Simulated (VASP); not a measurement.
# Hf (Im-3m) in VASP: a series of runs

Runs on Hf. Level: PBE. Tasks: single point, relaxation of cell and atoms.

Everything below comes from runs of VASP 6.6.1. Logs are shortened: lines on timing, memory, paths and dates and some standing lists are left out, and cuts for length are marked.

## 1. The cell of the first run

It takes space group Im-3m (No. 229, cubic). Conventional cell: a = 2.949 Å, b = 2.949 Å, c = 2.949 Å, α = 90.00°, β = 90.00°, γ = 90.00°. Within 3.4 Å of Hf (site symmetry m-3m) lie 14 Hf at 2.55 to 2.95 Å.

## 2. Single point, PBE

INCAR reads:

```
PREC = Accurate
ENCUT = 520
EDIFF = 1E-6
ISMEAR = -1
SIGMA = 0.08
LREAL = F
LASPH = T
NELM = 80
ALGO = Normal
ISIF = 2
LWAVE = F
LCHARG = F
GGA = PE
NBANDS = 11
```

KPOINTS reads:

```
Automatic mesh
0
Gamma
  18 18 18
```

POSCAR reads:

```
Hf
1.0
   -1.4745775866      1.4745775866      1.4745775866
    1.4745775866     -1.4745775866      1.4745775866
    1.4745775866      1.4745775866     -1.4745775866
Hf
1
Direct
    0.0000000000      0.0000000000      0.0000000000
```

Potentials or basis: VASP PAW PBE potentials, release 64 (Hf_pv).

Started as:

```
cat potpaw_PBE.64/Hf_pv/POTCAR > POTCAR
mpirun -np 1 vasp_std > vasp.out
```

OUTCAR:

```text
PREC = Accurate
   ENCUT = 520
   EDIFF = 1E-6
   ISMEAR = -1
   LREAL = F
   LASPH = T
   NELM = 80
   ISIF = 2
   GGA = PE

 ion  position               nearest neighbor table
   1  0.000  0.000  0.000-

  LATTYP: Found a body centered cubic cell.
 ALAT       =     2.9491551732

  Lattice vectors:

 A1 = (  -1.4745775866,   1.4745775866,   1.4745775866)
 A2 = (   1.4745775866,  -1.4745775866,   1.4745775866)
 A3 = (   1.4745775866,   1.4745775866,  -1.4745775866)

Analysis of symmetry for initial positions (statically):
=====================================================================
 Subroutine PRICEL returns:
 Original cell was already a primitive cell.

 Routine SETGRP: Setting up the symmetry group for a
 body centered cubic supercell.

 Subroutine GETGRP returns: Found 48 space group operations
 (whereof 48 operations were pure point group operations)
 out of a pool of 48 trial point group operations.

The static configuration has the point symmetry O_h .

Analysis of symmetry for dynamics (positions and initial velocities):
=====================================================================
 Subroutine PRICEL returns:
 Original cell was already a primitive cell.

 Routine SETGRP: Setting up the symmetry group for a
 body centered cubic supercell.

 Subroutine GETGRP returns: Found 48 space group operations
 (whereof 48 operations were pure point group operations)
 out of a pool of 48 trial point group operations.

The dynamic configuration has the point symmetry O_h .

 Subroutine INISYM returns: Found 48 space group operations
 (whereof 48 operations are pure point group operations),
 and found     1 'primitive' translations

----------------------------------------------------------------------------------------

                                     Primitive cell

  volume of cell :      12.8252

  direct lattice vectors                    reciprocal lattice vectors
    -1.474577587  1.474577587  1.474577587     0.000000000  0.339080157  0.339080157
     1.474577587 -1.474577587  1.474577587     0.339080157  0.000000000  0.339080157
     1.474577587  1.474577587 -1.474577587     0.339080157  0.339080157  0.000000000

  length of vectors
     2.554043300  2.554043300  2.554043300     0.479531757  0.479531757  0.479531757

  position of ions in fractional coordinates (direct lattice)
     0.000000000  0.000000000  0.000000000

  ion indices of the primitive-cell ions
   primitive index   ion index
                 1           1
[... 77 lines left out ...]
   NFREE  =      0    steps in history (QN), initial steepest desc. (CG)
   ISIF   =      2    stress and relaxation
   ISYM   =      2    0-nonsym 1-usesym 2-fastsym
   POTIM  = 0.5000    time-step for ionic-motion
   TEBEG  =    0.0;   TEEND  =   0.0 temperature during run
   PSTRESS=    0.0 pullay stress
   NELECT =      10.0000    total number of electrons
   NUPDOWN=      -1.0000    fix difference up-down
   EMIN   =  10.00;   EMAX   =-10.00  energy-range for DOS
   EFERMI =   0.00;   METHOD = LEGACY
   ISMEAR =    -1;   SIGMA  =   0.08  broadening in eV -4-tet -1-fermi 0-gaus
   EFERMI_NEDOS =   21; number of points for ismear=-14 and -15
   IALGO  =     38    algorithm
   IMIX   =      4    mixing-type and parameters
     AMIX     =   0.40;   BMIX     =  1.00
     AMIX_MAG =   1.60;   BMIX_MAG =  1.00
  volume/ion in A,a.u.               =      12.83        86.55
  Fermi-wavevector in a.u.,A,eV,Ry     =   1.506794  2.847428 30.891049  2.270428
  Thomas-Fermi vector in A             =   2.617465
   LORBIT       =      0    0 simple, 1 ext, 2 COOP (PROOUT), +10 PAW based schemes
   GGA     = PE    functional components
   LHFCALC =     F    Hartree Fock is set to
   AEXX    =    0.0000 exact exchange contribution
   IVDW    =     0    specifies the selected vdW correction
   LEPSILON=     F    determine dielectric tensor
   LRPA    =     F    only Hartree local field effects (RPA)
 non-spin polarized calculation
  energy-cutoff  :      520.00
  volume of cell :       12.83
 maximum number of plane-waves:       370
   NGX =  9   NGY =  9   NGZ =  9

 number of electron      10.0000000 magnetization

 Free energy of the ion-electron system (eV)
  ---------------------------------------------------
  ext. energy  EPLUGINS =         0.00000000
  ---------------------------------------------------
  free energy    TOTEN  =        -7.07530318 eV

  energy without entropy =       -7.06429492  energy(sigma->0) =       -7.06979905

 E-fermi :   9.1263     XC(G=0): -14.1034

 val. band max:        9.1250175325   @ k =   0.2778   0.2778   0.1111
 cond. band min:       9.1348723760   @ k =   0.1667   0.0556   0.0000
 fundamental gap:      0.0098548435
 Fermi energy:         9.1262935271

 k-point     1 :       0.0000    0.0000    0.0000
  band No.  band energies     occupation
      1     -18.5523      2.00000
      2     -18.5523      2.00000
      3     -18.5523      2.00000
      4       1.0424      2.00000
      5      10.7290      0.00000
      6      10.7290      0.00000
      7      10.7290      0.00000
      8      15.4212      0.00000
      9      15.4212      0.00000
     10      23.9622      0.00000
     11      25.3628      0.00000
[... 309 lines left out ...]
 k-point    24 :       0.3889    0.1111    0.0000
  band No.  band energies     occupation
      1     -22.5157      2.00000
      2     -19.9795      2.00000
      3     -18.8360      2.00000
      4       4.2142      2.00000
      5       7.2466      2.00000
      6      12.5733      0.00000
      7      15.5835      0.00000
      8      18.0012      0.00000
      9      22.7573      0.00000
     10      23.9378      0.00000
     11      24.5932      0.00000

 [... further k-points ...]

------------------------ aborting loop because EDIFF is reached ----------------------------------------

  FORCE on cell =-STRESS in cart. coord.  units (eV):
  Direction    XX          YY          ZZ          XY          YZ          ZX
  --------------------------------------------------------------------------------------
  -------------------------------------------------------------------------------------
  Total       11.0949346     11.0949346     11.0949346     -0.0000000      0.0000000     -0.0000000
  in kB     1386.0294364   1386.0294364   1386.0294364     -0.0000000      0.0000000     -0.0000000
  external PRESSURE =    1386.0294364 kB  Pullay stress =       0.0000000 kB

 VOLUME and BASIS-vectors are now :
 -----------------------------------------------------------------------------
  energy-cutoff  :      520.00
  volume of cell :       12.83
      direct lattice vectors                 reciprocal lattice vectors
    -1.474577587  1.474577587  1.474577587     0.000000000  0.339080157  0.339080157
     1.474577587 -1.474577587  1.474577587     0.339080157  0.000000000  0.339080157
     1.474577587  1.474577587 -1.474577587     0.339080157  0.339080157  0.000000000

 POSITION                                       TOTAL-FORCE (eV/Angst)
 -----------------------------------------------------------------------------------
      0.00000      0.00000      0.00000         0.000000     -0.000000      0.000000
 -----------------------------------------------------------------------------------
    total drift:                                0.000000     -0.000000      0.000000

  FREE ENERGIE OF THE ION-ELECTRON SYSTEM (eV)
  ---------------------------------------------------
  free  energy   TOTEN  =        -7.0753031791 eV

  energy  without entropy=       -7.0642949245  energy(sigma->0) =       -7.06979905
```

It took 14 s on 1 thread of Intel Xeon Platinum 8488C (Sapphire Rapids), shared host; peak memory 0.14 GiB.

What came out:

```yaml
Free_energy: -7.0753 eV
Pressure: 138.6 GPa
Band_gap_on_the_k_mesh: zero (band 5 reaches 10.73 eV, above the bottom of band 6 at 7.94 eV)
```

Caveat: spin-orbit coupling is left out, which moves the levels of the heavy elements.

## 3. Single point, PBE

INCAR reads:

```
SYSTEM = Hf
  ALGO = Normal
  EDIFF = 1E-6
  ENCUT = 520
  GGA = PE
  ISIF = 2
  ISMEAR = -1
  LASPH = .True.
  LCHARG = .False.
  LREAL = .False.
  LWAVE = .False.
  NBANDS = 11
  NELM = 100
  PREC = Accurate
  SIGMA = 0.08
```

KPOINTS reads:

```
k-points
0
Gamma
  18 18 18
  0 0 0
```

POSCAR reads:

```
Hf
1.0
   -1.4747806484      1.4747806484      1.4747806484
    1.4747806484     -1.4747806484      1.4747806484
    1.4747806484      1.4747806484     -1.4747806484
Hf
1
Direct
    0.0000000000      0.0000000000      0.0000000000
```

Potentials or basis: VASP PAW PBE potentials, release 64 (Hf_pv).

Started as:

```
cat potpaw_PBE.64/Hf_pv/POTCAR > POTCAR
mpirun -np 1 vasp_std > vasp.out
```

OUTCAR:

```text
SYSTEM = Hf
   EDIFF = 1E-6
   ENCUT = 520
   GGA = PE
   ISIF = 2
   ISMEAR = -1
   LASPH = .True.
   LREAL = .False.
   NELM = 100
   PREC = Accurate

 ion  position               nearest neighbor table
   1  0.000  0.000  0.000-

  LATTYP: Found a body centered cubic cell.
 ALAT       =     2.9495612968

  Lattice vectors:

 A1 = (  -1.4747806484,   1.4747806484,   1.4747806484)
 A2 = (   1.4747806484,  -1.4747806484,   1.4747806484)
[... 514 lines left out ...]
     11      24.5853      0.00000

 [... further k-points ...]

------------------------ aborting loop because EDIFF is reached ----------------------------------------

  FORCE on cell =-STRESS in cart. coord.  units (eV):
  Direction    XX          YY          ZZ          XY          YZ          ZX
  --------------------------------------------------------------------------------------
  -------------------------------------------------------------------------------------
  Total       11.0828136     11.0828136     11.0828136      0.0000000      0.0000000     -0.0000000
  in kB     1383.9433958   1383.9433958   1383.9433958      0.0000000      0.0000000     -0.0000000
  external PRESSURE =    1383.9433958 kB  Pullay stress =       0.0000000 kB

 VOLUME and BASIS-vectors are now :
 -----------------------------------------------------------------------------
  energy-cutoff  :      520.00
  volume of cell :       12.83
      direct lattice vectors                 reciprocal lattice vectors
    -1.474780648  1.474780648  1.474780648     0.000000000  0.339033470  0.339033470
     1.474780648 -1.474780648  1.474780648     0.339033470  0.000000000  0.339033470
     1.474780648  1.474780648 -1.474780648     0.339033470  0.339033470  0.000000000

 POSITION                                       TOTAL-FORCE (eV/Angst)
 -----------------------------------------------------------------------------------
      0.00000      0.00000      0.00000        -0.000000      0.000000     -0.000000
 -----------------------------------------------------------------------------------
    total drift:                                0.000000     -0.000000      0.000000

  FREE ENERGIE OF THE ION-ELECTRON SYSTEM (eV)
  ---------------------------------------------------
  free  energy   TOTEN  =        -7.0798825579 eV

  energy  without entropy=       -7.0688449598  energy(sigma->0) =       -7.07436376
```

OSZICAR:

```text
N       E                     dE             d eps       ncg     rms          rms(c)
DAV:   1     0.182353851242E+02    0.18235E+02   -0.59587E+03  4437   0.911E+02
DAV:   2    -0.691073519319E+01   -0.25146E+02   -0.24050E+02  5136   0.171E+02
DAV:   3    -0.728276489782E+01   -0.37203E+00   -0.36085E+00  5157   0.142E+01
DAV:   4    -0.728324212800E+01   -0.47723E-03   -0.47721E-03  4591   0.598E-01
DAV:   5    -0.728324268449E+01   -0.55649E-06   -0.55744E-06  4899   0.198E-02    0.622E+01
DAV:   6    -0.713725170935E+01    0.14599E+00   -0.70784E-02  4581   0.209E+00    0.369E+01
DAV:   7    -0.708079801778E+01    0.56454E-01   -0.10426E-01  4581   0.248E+00    0.132E+00
DAV:   8    -0.707987466150E+01    0.92336E-03   -0.38431E-03  4547   0.521E-01    0.177E-01
DAV:   9    -0.707988205656E+01   -0.73951E-05   -0.52590E-05  4858   0.696E-02    0.368E-02
DAV:  10    -0.707988255794E+01   -0.50138E-06   -0.34881E-06  4598   0.163E-02
   1 F= -.70798826E+01 E0= -.70743638E+01  d E =-.110376E-01
```

stdout:

```text
POSCAR found type information on POSCAR Hf
 POSCAR found :  1 types and       1 ions
 scaLAPACK will be used
 LDA part: xc-table for (Slater+PW92), standard interpolation
 POSCAR, INCAR and KPOINTS ok, starting setup
 FFT: planning ... GRIDC
 FFT: planning ... GRID_SOFT
 FFT: planning ... GRID
 WAVECAR not read
 entering main loop
```

Run time: 13 s. Hardware: 1 thread of Intel Xeon Platinum 8488C (Sapphire Rapids), shared host; peak memory 0.14 GiB.

What came out:

| Quantity | Value |
| --- | --- |
| Free energy | -7.0799 eV |
| Pressure | 138.4 GPa |
| Band gap on the k mesh | zero (band 5 reaches 10.73 eV, above the bottom of band 6 at 7.94 eV) |

Caveat: spin-orbit coupling is left out, which moves the levels of the heavy elements.

(Continued in part 2 of 2.)
